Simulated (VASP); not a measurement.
MoS2: single point with PBE+D3(BJ)

Crystal: MoS2.

```
CELL_PARAMETERS angstrom
3.14936 0.00000 0.00000
-1.57468 2.72742 0.00000
0.00000 0.00000 12.09177
ATOMIC_POSITIONS crystal
Mo 0.33333 0.66667 0.25000
Mo 0.66667 0.33333 0.75000
S 0.31335 0.62670 0.61553
S 0.64668 0.29337 0.11553
S 0.35332 0.70663 0.88447
S 0.68665 0.37330 0.38447
```

This cell differs from its parent crystal: atoms displaced along a vibrational mode.

- Program: VASP 6.6.1
- Task: single point
- Functional: PBE
- Dispersion: D3(BJ)
- Potentials or basis: VASP PAW PBE potentials, release 64 (Mo_sv, S)
- Cutoff: 520 eV
- k mesh: 12 × 12 × 4
- Occupations: gaussian, width 0.05 eV
- Spin: no spin polarisation
- Dipole correction: no
- Further INCAR settings: ALGO = Normal; EDIFF = 1e-06; NBANDS = 35

```json
{
 "Pressure": "-5.0 GPa",
 "Largest force": "1.386 eV/Å",
 "Band gap on the k mesh": "0.71 eV (least direct gap 1.70 eV)",
 "Dispersion energy per atom": "-0.438 eV"
}
```

Forces in eV/Å, atoms in the order of the input:
```
Mo   0.000 -0.137  0.019
Mo   0.000  0.137 -0.019
S    0.000  0.819  1.009
S    0.000  0.967  0.992
S    0.000 -0.967 -0.992
S    0.000 -0.819 -1.009
```

Stress tensor (GPa, compression positive):
```
-3.10  0.00  0.00
 0.00 -3.11 -8.20
 0.00 -8.20 -8.73
```

Levels at points of the mesh, in eV from the valence-band top:
```
           k point  band 24  band 25  band 26  band 27  band 28  band 29
(0.00, 0.00, 0.00)    -1.26    -0.92     0.00     1.98     2.01     2.02
(0.50, 0.00, 0.00)    -1.31    -1.22    -1.18     1.78     1.83     1.98
(0.00, 0.50, 0.00)    -1.27    -1.22    -1.18     1.77     1.83     1.99
(0.00, 0.00, 0.50)    -1.79    -0.23    -0.23     1.98     2.00     2.02
(0.50, 0.00, 0.50)    -1.39    -1.23    -1.21     1.79     1.80     2.19
(0.00, 0.50, 0.50)    -1.34    -1.28    -1.21     1.79     1.80     2.20
```

Run time: 3.2 min on 1 thread of Intel(R) Xeon(R) 6975P-C (Granite Rapids) (shared host), peak memory 0.56 GiB.

Caveat: the cell differs from its parent crystal (atoms displaced along a vibrational mode); the cell stands under tension; forces of over 1 eV/Å act on the atoms, so gaps and moduli don't describe the material at rest. A k mesh can miss the band edges.
